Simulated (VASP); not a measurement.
Write the native input for VASP 6.6.1 that does the following.

```yaml
Task: single point
Functional: PBE
Potentials_or_basis: VASP PAW PBE potentials, release 64 (Lu)
Cutoff: 520 eV
k_mesh: 10 × 10 × 10
Occupations: fermi-dirac, width 0.05 eV
Spin: no spin polarisation
Dipole_correction: no
Further_INCAR_settings: ALGO = Fast; EDIFF = 1e-06; NBANDS = 18
```

The structure of Lu lies in POSCAR:

```
Lu
1.0
   -1.9615060000      1.9859890000      1.9550570000
    1.9723800000     -1.9805730000      1.9605140000
    1.9161400000      1.9352070000     -1.9496410000
Lu
1
Direct
    0.0028740000      0.0105570000      0.0029550000
```

This cell differs from its parent crystal: the cell strained at random.

These files were run (other wordings do the same):

INCAR

```
ALGO = Fast
EDIFF = 1E-6
ENCUT = 520
GGA = PE
ISIF = 2
ISMEAR = -1
LASPH = T
LCHARG = F
LREAL = F
LWAVE = F
NBANDS = 18
NELM = 100
PREC = Accurate
SIGMA = 0.05
```

KPOINTS

```
k-points
0
Gamma
  10 10 10
```

Potentials or basis: VASP PAW PBE potentials, release 64 (Lu).

The run is started by

```console
$ cat potpaw_PBE.64/Lu/POTCAR > POTCAR
$ mpirun -np 1 vasp_std > vasp.out
```

It gave:

```
Pressure               : -0.3 GPa
Band gap on the k mesh : zero (an odd number of electrons rules out a gap without spin polarisation)
```

Caveat: the cell differs from its parent crystal (the cell strained at random); spin-orbit coupling is left out, which moves the levels of the heavy elements.

Wall time 13 min on 1 thread of Intel Xeon 8259CL, on a shared host, peak memory 0.39 GiB.
